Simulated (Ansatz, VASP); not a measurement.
## Two plane-wave programs on Si2P3

```
CELL_PARAMETERS angstrom
2.12112 1.22463 5.49710
-2.12112 1.22463 5.49710
0.00000 -2.44926 5.49710
ATOMIC_POSITIONS crystal
Si 0.26465 0.26465 0.26465
Si 0.73535 0.73535 0.73535
P 0.58861 0.58861 0.58861
P 0.41139 0.41139 0.41139
P 0.00000 0.00000 0.00000
```

Change from the starting cell: species swapped into the Li3In2 type (R-3m, No. 166).

Alike in both runs: functional PBE; k mesh 4 × 4 × 4; occupations gaussian, width 0.2 eV; no spin polarisation.

Ansatz relaxed the structure, and its values are those at the end. VASP's run is a single point on that final structure, the one shown.

```csv
,VASP,Ansatz
version,VASP 6.6.1,Ansatz 0.2.0
potentials or method,"VASP PAW PBE potentials, release 64 (Si, P), cutoff 500 eV","scalar-relativistic, plane waves, PAW"
valence electrons in the cell,23,23
```

|  | VASP | Ansatz | Ansatz less VASP |
| --- | --- | --- | --- |
| gap on the k mesh at the Fermi level (eV) | none | none | - |
| pressure (GPa) | 0.0 | 0.1 | +0.12 |
| rms of the force components (eV/Å) | 0.022 | 0.020 | -0.0023 |

A gap of «none» marks a metal or a gap that the smearing closes.

The k mesh is coarse, so the values compare programs but aren't converged.
